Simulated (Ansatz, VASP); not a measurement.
One calculation of AlP, two programs

```
Al P
1.0
     0.00000    2.73515    2.73515
     2.73515    0.00000    2.73515
     2.73515    2.73515    0.00000
Al P
1 1
Direct
  0.00000 0.00000 0.00000
  0.25000 0.25000 0.25000
```

Alike in both runs: functional PBEsol; k mesh 8 × 8 × 8; occupations gaussian, width 0.02 eV; no spin polarisation.

Ansatz relaxed the structure, and its values are those at the end. VASP's run is a single point on that final structure, the one shown.

|  | VASP | Ansatz |
| --- | --- | --- |
| version | VASP 6.6.1 | Ansatz 0.2.0 |
| potentials or method | VASP PAW PBE potentials, release 64 (Al, P), cutoff 500 eV | scalar-relativistic, plane waves, PAW |
| valence electrons in the cell | 8 | 8 |

```tsv
	VASP	Ansatz	Ansatz less VASP
gap on the k mesh at the Fermi level (eV)	1.45	1.45	+0.002
least direct gap on the mesh (eV)	3.16	3.15	-0.006
pressure (GPa)	0.0	0.0	-0.04
```

VASP's potentials were made for PBE, not for PBEsol, and Ansatz warns of the same on its side.
